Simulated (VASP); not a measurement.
The system is LiBPt.

```
Li B Pt
1.0
     3.09606    0.00000    0.00000
     0.00000    3.09606    0.00000
     0.00000    0.00000    3.26540
Li B Pt
1 1 1
Direct
  0.00000 0.00000 0.00000
  0.50000 0.50000 0.50000
  0.50000 0.50000 0.00000
```

The cell was generated, and may not be a known phase.

```yaml
Program: VASP 6.6.1
Task: relaxation of cell and atoms
Functional: PBE
Potentials_or_basis: VASP PAW PBE potentials, release 64 (Li_sv, B, Pt_sv_GW)
Cutoff: 880 eV
k_mesh: 6 × 6 × 6
Occupations: gaussian, width 0.1 eV
Spin: no spin polarisation
```

At the start: pressure 119.0 GPa; volume 10.43 Å³/atom.

Where does the relaxation end?

Over 12 steps the energy falls by 1885.5 meV/atom and the volume is 16.92 Å³/atom (+62.2 %); space group P4/mmm (No. 123, to 0.1 Å) before and after.

The path:
| step | energy change (eV) | largest force (eV/Å) | pressure (GPa) | volume (Å³) |
| --- | --- | --- | --- | --- |
| 1 | 0.0000 | 0.0000 | 118.96 | 31.30 |
| 2 | -0.8381 | 0.0000 | -13.36 | 75.76 |
| 3 | -5.1092 | 0.0000 | -2.88 | 46.85 |
| 4 | -5.2645 | 0.0000 | 1.97 | 44.87 |
| 5 | -5.3107 | 0.0000 | 8.95 | 42.74 |
| 6 | -5.3134 | 0.0000 | 7.84 | 43.04 |
| 7 | -5.6098 | 0.0000 | 2.53 | 47.45 |
| 8 | -5.6529 | 0.0000 | 1.10 | 49.68 |
| 9 | -5.6551 | 0.0000 | 0.81 | 50.30 |
| 10 | -5.6551 | 0.0000 | 0.74 | 50.45 |
| 11 | -5.6542 | 0.0000 | -0.97 | 51.20 |
| 12 | -5.6564 | 0.0000 | 0.03 | 50.77 |

Final structure:
```
CELL_PARAMETERS angstrom
3.55819 0.00000 0.00000
0.00000 3.55819 0.00000
0.00000 0.00000 4.01043
ATOMIC_POSITIONS crystal
Li 0.00000 0.00000 0.00000
B 0.50000 0.50000 0.50000
Pt 0.50000 0.50000 0.00000
```

Caveat: the volume moved by over 15 % at a fixed basis, so the end points are rough.
